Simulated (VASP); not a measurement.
Set up this calculation in VASP 6.6.1, as the native input.

```yaml
Task: single point
Functional: PBEsol
Potentials_or_basis: VASP PAW PBE potentials, release 64 (Sb)
Cutoff: 520 eV
k_mesh: 16 × 16 × 16
Occupations: gaussian, width 0.15 eV
Spin: no spin polarisation
Dipole_correction: no
Further_INCAR_settings: ALGO = Normal; EDIFF = 1e-06; NBANDS = 8
```

The structure of Sb lies in POSCAR:

```
Sb
1.0
    3.6479535275      0.0000000000      0.0000000000
    0.0000000000      3.6479535275      0.0000000000
    0.0000000000      0.0000000000      2.3711697929
Sb
1
Direct
    0.0000000000      0.0000000000      0.0000000000
```

This cell differs from its parent crystal: ratio of the length along z to the lengths across it x 0.65, volume and fractional coordinates fixed.

The input as run:

INCAR

```
SYSTEM = Sb
ALGO = Normal
EDIFF = 1E-6
ENCUT = 520
GGA = PS
ISIF = 2
ISMEAR = 0
LASPH = .TRUE.
LCHARG = .TRUE.
LELF = .TRUE.
LREAL = .FALSE.
LVHAR = .TRUE.
LWAVE = .FALSE.
NBANDS = 8
NELM = 80
PREC = Accurate
SIGMA = 0.15
```

KPOINTS

```
k-points
0
G
  16 16 16
  0 0 0
```

Potentials or basis: VASP PAW PBE potentials, release 64 (Sb).

Launch:

```bash
$ cat potpaw_PBE.64/Sb/POTCAR > POTCAR
$ mpirun -np 1 vasp_std > vasp.out
```

It gave:

```json
{
  "Pressure": "22.6 GPa"
}
```

Caveat: the PAW data sets were made with another functional, which shifts forces and pressure a little.

Run time: 100 s on 1 thread of AMD EPYC 7R43 64-Core Processor (Zen 3) (shared host), peak memory 0.18 GiB.
